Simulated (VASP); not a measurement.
# Tl (Im-3m) in VASP: further runs

The runs below take Tl through single point, relaxation of cell and atoms, with PBE, PBEsol, r2SCAN.

Program: VASP 6.6.1. These are calculated values, not measurements. Logs are shortened: lines on timing, memory, paths and dates and some standing lists are left out, and cuts for length are marked.

**1. The cell of the first run**

It takes space group Im-3m (No. 229, cubic). The conventional cell has a = 3.882 Å, b = 3.882 Å, c = 3.882 Å, α = 90.00°, β = 90.00°, γ = 90.00°. Within 4.4 Å of Tl (site symmetry m-3m) lie 14 Tl at 3.36 to 3.88 Å.

**2. Single point, PBE**

Input file INCAR:

```
SYSTEM = Tl
PREC = Accurate
ENCUT = 520
EDIFF = 1E-6
ISMEAR = -5
SIGMA = 0.1
LREAL = .False.
LASPH = .True.
NELM = 60
ALGO = Normal
ISIF = 2
LWAVE = .False.
LCHARG = .False.
GGA = PE
NBANDS = 12
```

Input file KPOINTS:

```
regular mesh
0
Gamma
  7 7 7
  0 0 0
```

Input file POSCAR:

```
Tl
1.0
   -1.9410000000      1.9410000000      1.9410000000
    1.9410000000     -1.9410000000      1.9410000000
    1.9410000000      1.9410000000     -1.9410000000
Tl
1
Direct
    0.0000000000      0.0000000000      0.0000000000
```

Potentials or basis: VASP PAW PBE potentials, release 64 (Tl_d).

The run is started by

```bash
$ cat potpaw_PBE.64/Tl_d/POTCAR > POTCAR
$ mpirun -np 1 vasp_std > vasp.out
```

OUTCAR:

```text
SYSTEM = Tl
   PREC = Accurate
   ENCUT = 520
   EDIFF = 1E-6
   ISMEAR = -5
   LREAL = .False.
   LASPH = .True.
   NELM = 60
   ISIF = 2
   GGA = PE

 ion  position               nearest neighbor table
   1  0.000  0.000  0.000-

  LATTYP: Found a body centered cubic cell.
 ALAT       =     3.8820000000

  Lattice vectors:

 A1 = (  -1.9410000000,   1.9410000000,   1.9410000000)
 A2 = (   1.9410000000,  -1.9410000000,   1.9410000000)
 A3 = (   1.9410000000,   1.9410000000,  -1.9410000000)

Analysis of symmetry for initial positions (statically):
=====================================================================
 Subroutine PRICEL returns:
 Original cell was already a primitive cell.

 Routine SETGRP: Setting up the symmetry group for a
 body centered cubic supercell.

 Subroutine GETGRP returns: Found 48 space group operations
 (whereof 48 operations were pure point group operations)
 out of a pool of 48 trial point group operations.

The static configuration has the point symmetry O_h .

Analysis of symmetry for dynamics (positions and initial velocities):
=====================================================================
 Subroutine PRICEL returns:
 Original cell was already a primitive cell.

 Routine SETGRP: Setting up the symmetry group for a
 body centered cubic supercell.

 Subroutine GETGRP returns: Found 48 space group operations
 (whereof 48 operations were pure point group operations)
 out of a pool of 48 trial point group operations.

The dynamic configuration has the point symmetry O_h .

 Subroutine INISYM returns: Found 48 space group operations
 (whereof 48 operations are pure point group operations),
 and found     1 'primitive' translations

----------------------------------------------------------------------------------------

                                     Primitive cell

  volume of cell :      29.2507

  direct lattice vectors                    reciprocal lattice vectors
    -1.941000000  1.941000000  1.941000000     0.000000000  0.257599176  0.257599176
     1.941000000 -1.941000000  1.941000000     0.257599176  0.000000000  0.257599176
     1.941000000  1.941000000 -1.941000000     0.257599176  0.257599176  0.000000000

  length of vectors
     3.361910617  3.361910617  3.361910617     0.364300248  0.364300248  0.364300248

  position of ions in fractional coordinates (direct lattice)
     0.000000000  0.000000000  0.000000000

  ion indices of the primitive-cell ions
   primitive index   ion index
                 1           1

----------------------------------------------------------------------------------------

 KPOINTS: regular mesh

Automatic generation of k-mesh.
 Grid dimensions read from file:
 generate k-points for:    7    7    7

 Generating k-lattice:

  Cartesian coordinates                     Fractional coordinates (reciprocal lattice)
     0.000000000  0.036799882  0.036799882     0.142857143  0.000000000  0.000000000
     0.036799882  0.000000000  0.036799882     0.000000000  0.142857143  0.000000000
     0.036799882  0.036799882  0.000000000     0.000000000  0.000000000  0.142857143

  Length of vectors
     0.052042893  0.052042893  0.052042893

  Shift w.r.t. Gamma in fractional coordinates (k-lattice)
     0.000000000  0.000000000  0.000000000

 TETIRR: Found    339 inequivalent tetrahedra from     2058

 Subroutine IBZKPT returns following result:
 ===========================================

 Found     20 irreducible k-points:

 Following reciprocal coordinates:
            Coordinates               Weight
  0.000000  0.000000  0.000000      1.000000
  0.142857  0.000000  0.000000     12.000000
  0.285714  0.000000  0.000000     12.000000
  0.428571  0.000000  0.000000     12.000000
  0.142857  0.142857  0.000000     24.000000
  0.285714  0.142857  0.000000     48.000000
[... 12 lines left out ...]
 -0.428571 -0.428571  0.285714      8.000000
 -0.428571  0.428571  0.428571      6.000000
   k-points           NKPTS =     20   k-points in BZ     NKDIM =     20   number of bands    NBANDS=     12
   number of dos      NEDOS =    301   number of ions     NIONS =      1
   total plane-waves  NPLWV =  21952
   dimension x,y,z NGX =    28 NGY =   28 NGZ =   28
   dimension x,y,z NGXF=    56 NGYF=   56 NGZF=   56
   ions per type =               1
   NGX,Y,Z   is equivalent  to a cutoff of  13.85, 13.85, 13.85 a.u.
   NGXF,Y,Z  is equivalent  to a cutoff of  27.69, 27.69, 27.69 a.u.
 SYSTEM =  Tl
   PREC   = accura    normal or accurate (medium, high low for compatibility)
   ISTART =      0    job   : 0-new  1-cont  2-samecut
   ICHARG =      2    charge: 1-file 2-atom 10-const
   ISPIN  =      1    spin polarized calculation?
   LNONCOLLINEAR =      F non collinear calculations
   LSORBIT =      F    spin-orbit coupling
   LASPH  =      T    aspherical Exc in radial PAW
   ENCUT  =  520.0 eV  38.22 Ry    6.18 a.u.   6.25  6.25  6.25*2*pi/ulx,y,z
   NELM   =     60;   NELMIN=  2; NELMDL= -5     # of ELM steps
   EDIFF  = 0.1E-05   stopping-criterion for ELM
   LREAL  =      F    real-space projection
   EDIFFG = 0.1E-04   stopping-criterion for IOM
   NSW    =      0    number of steps for IOM
   IBRION =     -1    ionic relax: 0-MD 1-quasi-New 2-CG
   NFREE  =      0    steps in history (QN), initial steepest desc. (CG)
   ISIF   =      2    stress and relaxation
   ISYM   =      2    0-nonsym 1-usesym 2-fastsym
   POTIM  = 0.5000    time-step for ionic-motion
   TEBEG  =    0.0;   TEEND  =   0.0 temperature during run
   PSTRESS=    0.0 pullay stress
   NELECT =      13.0000    total number of electrons
   NUPDOWN=      -1.0000    fix difference up-down
   EMIN   =  10.00;   EMAX   =-10.00  energy-range for DOS
   EFERMI =   0.00;   METHOD = LEGACY
   ISMEAR =    -5;   SIGMA  =   0.10  broadening in eV -4-tet -1-fermi 0-gaus
   EFERMI_NEDOS =   21; number of points for ismear=-14 and -15
   IALGO  =     38    algorithm
   IMIX   =      4    mixing-type and parameters
     AMIX     =   0.40;   BMIX     =  1.00
     AMIX_MAG =   1.60;   BMIX_MAG =  1.00
  volume/ion in A,a.u.               =      29.25       197.39
  Fermi-wavevector in a.u.,A,eV,Ry     =   1.249330  2.360891 21.236311  1.560825
  Thomas-Fermi vector in A             =   2.383375
   LORBIT       =      0    0 simple, 1 ext, 2 COOP (PROOUT), +10 PAW based schemes
   GGA     = PE    functional components
   LHFCALC =     F    Hartree Fock is set to
   AEXX    =    0.0000 exact exchange contribution
   IVDW    =     0    specifies the selected vdW correction
   LEPSILON=     F    determine dielectric tensor
   LRPA    =     F    only Hartree local field effects (RPA)
 non-spin polarized calculation
 Fermi weights with tetrahedron method with Bloechl corrections
  energy-cutoff  :      520.00
  volume of cell :       29.25
 maximum number of plane-waves:       798
 NGX is ok and might be reduce to    28
   NGX = 13   NGY = 13   NGZ = 13

 number of electron      13.0000002 magnetization

 Free energy of the ion-electron system (eV)
  ---------------------------------------------------
  ext. energy  EPLUGINS =         0.00000000
  ---------------------------------------------------
  free energy    TOTEN  =        -2.19785331 eV

  energy without entropy =       -2.19785331  energy(sigma->0) =       -2.19785331

 E-fermi :   6.4319     XC(G=0): -10.0798

 val. band max:        6.3924456774   @ k =   0.2857   0.2857   0.1429
 cond. band min:       6.3924458136   @ k =   0.2857   0.2857   0.1429
 fundamental gap:      0.0000001362
 Fermi energy:         6.4318599365

 k-point     1 :       0.0000    0.0000    0.0000
  band No.  band energies     occupation
      1      -5.3051      2.00000
      2      -5.3051      2.00000
      3      -5.3051      2.00000
      4      -4.8967      2.00000
      5      -4.8967      2.00000
      6      -3.5491      2.00000
      7      16.9426      0.00000
      8      16.9427      0.00000
      9      16.9427      0.00000
     10      18.6326      0.00000
     11      18.6326      0.00000
     12      18.6326      0.00000

 k-point     2 :       0.1429    0.0000    0.0000
  band No.  band energies     occupation
      1      -5.3381      2.00000
      2      -5.2891      2.00000
      3      -5.1860      2.00000
      4      -4.9299      2.00000
      5      -4.8972      2.00000
      6      -3.0886      2.00000
      7      13.3966      0.00000
      8      15.5657      0.00000
      9      16.0135      0.00000
     10      17.5894      0.00000
     11      18.2886      0.00000
     12      18.8022      0.00000

 k-point     3 :       0.2857    0.0000    0.0000
  band No.  band energies     occupation
      1      -5.4116      2.00000
      2      -5.3353      2.00000
      3      -4.9541      2.00000
      4      -4.9047      2.00000
      5      -4.8969      2.00000
      6      -1.6710      2.00000
      7       8.6426     -0.06603
      8      13.5136      0.00000
      9      14.4643      0.00000
     10      16.7133      0.00000
     11      17.7937      0.00000
     12      20.1912      0.00000

 k-point     4 :       0.4286    0.0000    0.0000
  band No.  band energies     occupation
      1      -5.4697      2.00000
      2      -5.4293      2.00000
      3      -4.9292      2.00000
      4      -4.8955      2.00000
      5      -4.6634      2.00000
      6       0.5484      2.00000
      7       4.6833      1.97845
      8      12.2521      0.00000
      9      13.5547      0.00000
     10      16.3299      0.00000
     11      17.5226      0.00000
     12      22.1599      0.00000

 k-point     5 :       0.1429    0.1429    0.0000
  band No.  band energies     occupation
      1      -5.3651      2.00000
      2      -5.2886      2.00000
      3      -5.0272      2.00000
      4      -4.9658      2.00000
      5      -4.8982      2.00000
      6      -2.1419      2.00000
      7      10.4815     -0.04576
      8      12.5446      0.00000
      9      14.5161      0.00000
     10      18.2656      0.00000
     11      18.3700      0.00000
     12      19.9510      0.00000
[... 168 lines left out ...]
      1      -5.2607      2.00000
      2      -5.1210      2.00000
      3      -5.0169      2.00000
      4      -5.0169      2.00000
      5      -4.9334      2.00000
      6       0.0858      2.00000
      7       9.3650     -0.23090
      8      10.3444      0.00000
      9      10.3444      0.00000
     10      13.9112      0.00000
     11      20.2089      0.00000
     12      22.6127      0.00000

 k-point    18 :      -0.4286    0.4286    0.2857
  band No.  band energies     occupation
      1      -5.3573      2.00000
      2      -5.2639      2.00000
      3      -5.0156      2.00000
      4      -4.8976      2.00000
      5      -4.7069      2.00000
      6       2.0514      2.00000
      7       6.4781      0.72378
      8       9.2187      0.00000
      9      10.3686      0.00000
     10      14.4115      0.00000
     11      16.9893      0.00000
     12      22.2485      0.00000

 k-point    19 :      -0.4286   -0.4286    0.2857
  band No.  band energies     occupation
      1      -5.3766      2.00000
      2      -5.3766      2.00000
      3      -4.9709      2.00000
      4      -4.7293      2.00000
      5      -4.7293      2.00000
      6       3.1894      2.00000
      7       6.8965      0.28858
      8       6.8965      0.00000
      9      10.9050      0.00000
     10      14.6251      0.00000
     11      14.6251      0.00000
     12      21.9125      0.00000

 k-point    20 :      -0.4286    0.4286    0.4286
  band No.  band energies     occupation
      1      -5.4683      2.00000
      2      -5.4419      2.00000
      3      -4.7420      2.00000
      4      -4.7420      2.00000
      5      -4.7237      2.00000
      6       3.7328      2.00000
      7       7.9382     -0.07148
      8       8.0894      0.00000
      9       8.0894      0.00000
     10      12.9074      0.00000
     11      14.0181      0.00000
     12      24.2199      0.00000

------------------------ aborting loop because EDIFF is reached ----------------------------------------

  FORCE on cell =-STRESS in cart. coord.  units (eV):
  Direction    XX          YY          ZZ          XY          YZ          ZX
  --------------------------------------------------------------------------------------
  -------------------------------------------------------------------------------------
  Total        0.4117734      0.4117734      0.4117734      0.0000000      0.0000000     -0.0000000
  in kB       22.5544495     22.5544495     22.5544495      0.0000000      0.0000000     -0.0000000
  external PRESSURE =      22.5544495 kB  Pullay stress =       0.0000000 kB

 VOLUME and BASIS-vectors are now :
 -----------------------------------------------------------------------------
  energy-cutoff  :      520.00
  volume of cell :       29.25
      direct lattice vectors                 reciprocal lattice vectors
    -1.941000000  1.941000000  1.941000000     0.000000000  0.257599176  0.257599176
     1.941000000 -1.941000000  1.941000000     0.257599176  0.000000000  0.257599176
     1.941000000  1.941000000 -1.941000000     0.257599176  0.257599176  0.000000000

 POSITION                                       TOTAL-FORCE (eV/Angst)
 -----------------------------------------------------------------------------------
      0.00000      0.00000      0.00000         0.000000      0.000000      0.000000
 -----------------------------------------------------------------------------------
    total drift:                               -0.000000     -0.000000     -0.000000

  FREE ENERGIE OF THE ION-ELECTRON SYSTEM (eV)
  ---------------------------------------------------
  free  energy   TOTEN  =        -2.1978533144 eV

  energy  without entropy=       -2.1978533144  energy(sigma->0) =       -2.19785331
```

Wall time 3.8 s (1 thread of Intel Xeon 6975P-C (Granite Rapids), shared host); peak memory 0.15 GiB.

Results:

| Quantity | Value |
| --- | --- |
| Free energy | -2.1979 eV |
| Pressure | 2.3 GPa |

Levels at points of the mesh, in eV from the Fermi level:
```
           k point  band 2  band 3  band 4  band 5  band 6  band 7  band 8  band 9  band 10  band 11
(0.00, 0.00, 0.00)  -11.74  -11.74  -11.33  -11.33   -9.98   10.51   10.51   10.51    12.20    12.20
```

Caveat: spin-orbit coupling is left out, which moves the levels of the heavy elements; tetrahedron occupations give inexact forces and stress in metals.

**3. Relaxation of cell and atoms, PBEsol, target pressure -3 GPa, at which the enthalpy is minimised**

Input file INCAR:

```
PREC = Accurate ; ENCUT = 600
EDIFF = 1E-7 ; ISMEAR = 1
SIGMA = 0.078 ; LREAL = F
LASPH = T ; NELM = 80
ALGO = Fast ; ISIF = 3
LWAVE = F ; LCHARG = F
GGA = PS ; IBRION = 2
NSW = 50 ; EDIFFG = -0.02
ISYM = 0 ; PSTRESS = -30.0
```

Input file KPOINTS:

```
Automatic mesh
0
Gamma
  2 3 1
  0.5 0.5 0.5
```

POSCAR is that of step 2.

Potentials or basis: VASP PAW PBE potentials, release 64 (Tl_d).

The run is started by

```bash
$ cat potpaw_PBE.64/Tl_d/POTCAR > POTCAR
$ mpirun -np 1 vasp_std > vasp.out
```

OUTCAR:

```text
PREC = Accurate
   ENCUT = 600
   EDIFF = 1E-7
   ISMEAR = 1
   LREAL = F
   LASPH = T
   NELM = 80
   ISIF = 3
   GGA = PS
   IBRION = 2
   NSW = 50
   EDIFFG = -0.02
   ISYM = 0
   PSTRESS = -30.0

 ion  position               nearest neighbor table
   1  0.000  0.000  0.000-

IMPORTANT INFORMATION: All symmetrisations will be switched off!
NOSYMM: (Re-)initialisation of all symmetry stuff for point group C_1.

----------------------------------------------------------------------------------------

                                     Primitive cell

  volume of cell :      29.2507

  direct lattice vectors                    reciprocal lattice vectors
[... 146 lines left out ...]
  external PRESSURE =     177.1345424 kB  Pullay stress =     -30.0000000 kB
[... 177 lines left out ...]
 k-point     3 :       0.2500    0.5000    0.5000
  band No.  band energies     occupation
      1      -6.6586      2.00000
      2      -6.4650      2.00000
      3      -6.2890      2.00000
      4      -6.0597      2.00000
      5      -5.8706      2.00000
      6      -0.4001      2.00000
      7       4.6528      1.21650
      8      11.1331      0.00000
      9      14.3612      0.00000
     10      15.3832      0.00000

[... ionic steps 4 to 17 ...]

--------------------------------------- Ionic step       18  -------------------------------------------

 number of electron      13.0000002 magnetization

------------------------ aborting loop because EDIFF is reached ----------------------------------------
[... 69 lines left out ...]
--------------------------------------- Ionic step       20  -------------------------------------------

 number of electron      13.0000002 magnetization

 Free energy of the ion-electron system (eV)
  ---------------------------------------------------
  ext. energy  EPLUGINS =         0.00000000
  ---------------------------------------------------
  free energy    TOTEN  =        -3.68002882 eV

  energy without entropy =       -3.67269436  energy(sigma->0) =       -3.67758400

 E-fermi :   6.4702     XC(G=0): -10.7967

 val. band max:        5.6579828714   @ k =  -0.2500   0.1667   0.5000
 cond. band min:       6.4701635921   @ k =   0.2500   0.5000   0.5000
 fundamental gap:      0.8121807207
 Fermi energy:         6.4701635921
[... 69 lines left out ...]
  energy  without entropy=       -3.6726943571  energy(sigma->0) =       -3.67758400

  enthalpy is  TOTEN    =        -4.1682969449 eV   P V=       -0.4882681232

 reached required accuracy - stopping structural energy minimisation
```

CONTCAR:

```text
Tl
   1.00000000000000
    -1.5226522947141488    1.4870016660938583    1.5961029873656056
     1.0290981685972036   -2.3831271836221259    1.8514253714543609
     2.3793719095130461    3.4415906826212876   -2.3254434648897262
  Tl
     1
Direct
     0.0000000021579973    0.0000000038939490    0.0000000028490329

  0.00000000E+00  0.00000000E+00  0.00000000E+00
```

It took 28 s on 1 thread of Intel Xeon 6975P-C (Granite Rapids), shared host; peak memory 0.16 GiB.

What came out:

| Item | Value |
| --- | --- |
| Free energy | -3.6800 eV |
| Relaxed volume | 26.08 Å³/atom |
| Relaxed cell | a = 2.660 Å, b = 3.188 Å, c = 4.787 Å, α = 131.23°, β = 100.03°, γ = 104.72° |
| Space group after relaxing (to 0.05 Å) | P-1 (No. 2) |
| Energy change on relaxing (the enthalpy is what falls) | -3307.9 meV/atom |
| Ionic steps | 20 |
| Pressure after relaxing | -3.0 GPa |

The path:
| step | energy change (eV) | largest force (eV/Å) | pressure (GPa) | volume (Å³) |
| --- | --- | --- | --- | --- |
| 1 | 0.0000 | 0.0000 | 14.71 | 29.25 |
| 2 | -2.5909 | 0.0000 | -10.13 | 38.56 |
| 3 | -2.5815 | 0.0000 | -8.99 | 36.39 |
| 4 | -2.6236 | 0.0000 | -9.55 | 37.35 |
| 5 | -3.0857 | 0.0000 | -5.55 | 30.47 |
| 6 | -3.0890 | 0.0000 | -5.22 | 30.30 |
| 7 | -3.2428 | 0.0000 | -2.98 | 27.20 |
| 8 | -3.2581 | 0.0000 | -2.16 | 26.58 |
| 9 | -3.2651 | 0.0000 | -4.04 | 27.03 |
| 10 | -3.2641 | 0.0000 | -4.55 | 27.18 |
| 11 | -3.2709 | 0.0000 | -4.66 | 27.14 |
| 12 | -3.2811 | 0.0000 | -4.88 | 27.05 |
| 13 | -3.2830 | 0.0000 | -4.97 | 27.00 |
| 14 | -3.2960 | 0.0000 | -3.99 | 26.60 |
| 15 | -3.3020 | 0.0000 | -3.32 | 26.34 |
| 16 | -3.3027 | 0.0000 | -3.24 | 26.30 |
| 17 | -3.3047 | 0.0000 | -3.14 | 26.22 |
| 18 | -3.3079 | 0.0000 | -2.96 | 26.07 |
| 19 | -3.3079 | 0.0000 | -2.97 | 26.07 |
| 20 | -3.3079 | 0.0000 | -3.00 | 26.08 |

Final structure:
```
Tl
1.0
    -1.52265    1.48700    1.59610
     1.02910   -2.38313    1.85143
     2.37937    3.44159   -2.32544
Tl
1
Direct
  0.00000 0.00000 0.00000
```

Caveat: the k points lie up to 1.98 Å⁻¹ apart in the final cell; the cell is relaxed towards a set pressure, so the enthalpy falls and the energy may rise; the PAW data sets were made with another functional, which shifts forces and pressure a little; spin-orbit coupling is left out, which moves the levels of the heavy elements.

(Continued in part 2 of 2.)
